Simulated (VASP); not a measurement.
Input of a VASP 6.6.1 run:

File INCAR:

```
ALGO = Normal
EDIFF = 1E-6
EDIFFG = -0.005
ENCUT = 600
GGA = PS
IBRION = 2
ISIF = 3
ISMEAR = 0
LASPH = True
LCHARG = False
LREAL = False
LWAVE = False
NELM = 60
NSW = 100
PREC = Accurate
SIGMA = 0.1
```

KPOINTS

```
k-points
0
Gamma
  12 12 10
```

File POSCAR:

```
PtSe2
1.0
    3.7593610433      0.0000000000      0.0000000000
   -1.8796805216      3.2557021655      0.0000000000
    0.0000000000      0.0000000000      4.8685550597
Pt Se
1 2
Direct
    0.0000000000      0.0000000000      0.0000000000
    0.6666666667      0.3333333333      0.7393682788
    0.3333333333      0.6666666667      0.2606317212
```

Potentials or basis: VASP PAW PBE potentials, release 64 (Pt, Se).

Launch:

```console
$ cat potpaw_PBE.64/Pt/POTCAR potpaw_PBE.64/Se/POTCAR > POTCAR
$ mpirun -np 1 vasp_std > vasp.out
```

(1) Estimate the space group after relaxing (to 0.1 Å).

(2) Estimate the relaxed volume.

(3) Estimate the band gap on the k mesh.

Results:

(1) P-3m1 (No. 164).

(2) 19.88 Å³/atom.

(3) zero (bands 11 and 12 overlap by 0.77 eV).

Caveat: the PAW data sets were made with another functional, which shifts forces and pressure a little; spin-orbit coupling is left out, which moves the levels of the heavy elements.
